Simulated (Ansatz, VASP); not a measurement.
**One calculation of F, two programs**

Contents of INCAR:

```
PREC = Accurate ; ENCUT = 520
EDIFF = 1E-7 ; ISMEAR = -1
SIGMA = 0.05 ; LREAL = F
LASPH = T ; NELM = 80
ALGO = Normal ; ISIF = 2
LWAVE = F ; LCHARG = F
GGA = PE ; NBANDS = 22
```

The input KPOINTS:

```
regular mesh
0
Gamma
  9 9 4
```

The input POSCAR:

```
F
1.0
    2.7500000000     -1.6400000000      0.0000000000
    2.7500000000      1.6400000000      0.0000000000
   -1.5360119809      0.0000000000      7.1200165312
F
4
Direct
    0.4950000000      0.4950000000      0.4000000000
    0.5050000000      0.5050000000      0.6000000000
    0.9496000000      0.9496000000      0.9004000000
    0.0504000000      0.0504000000      0.0996000000
```

Contents of input.yaml:

```yaml
crystal:
  lattice:
    - [2.75, -1.64, 0.0]
    - [2.75, 1.64, 0.0]
    - [-1.5360119809, 0.0, 7.1200165312]
  atoms:
    - { symbol: F, position: [0.495, 0.495, 0.4] }
    - { symbol: F, position: [0.505, 0.505, 0.6] }
    - { symbol: F, position: [0.9496, 0.9496, 0.9004] }
    - { symbol: F, position: [0.0504, 0.0504, 0.0996] }
hamiltonian:
  xc: pbe
  pseudopotentials: { kind: paw }
kpoints:
  mp_grid: { grid: [9, 9, 4] }
scf:
  occupations: { method: fermi_dirac, width: 0.05 }
output:
  forces: true
  stress: true
  eigenvalues: true
```

Alike in both runs: task single point; functional PBE; k mesh 9 × 9 × 4; occupations fermi-dirac, width 0.05 eV; no spin polarisation.

```csv
,VASP,Ansatz
version,VASP 6.6.1,Ansatz 0.2.0
potentials or method,"VASP PAW PBE potentials, release 64 (F)",Ansatz PAW
plane-wave cutoff (eV),520,420
valence electrons in the cell,28,28
```

Ansatz gave:

* gap on the k mesh at the Fermi level (eV): 2.34
* least direct gap on the mesh (eV): 2.34
* pressure (GPa): -1.3
* traceless stress, the component that is largest in VASP (GPa): -3.98
* rms of the force components (eV/Å): 0.484

What did VASP give for the same quantities?

gap on the k mesh at the Fermi level (eV): 2.28; least direct gap on the mesh (eV): 2.28; pressure (GPa): -1.0; traceless stress, the component that is largest in VASP (GPa): -2.43; rms of the force components (eV/Å): 0.295.

Atom by atom the forces differ by 0.190 eV/Å (rms over components).

Noted on Ansatz's run: odd divisions of the mesh miss points on the zone boundary, where band edges often lie, so the gap on the mesh can be too wide.
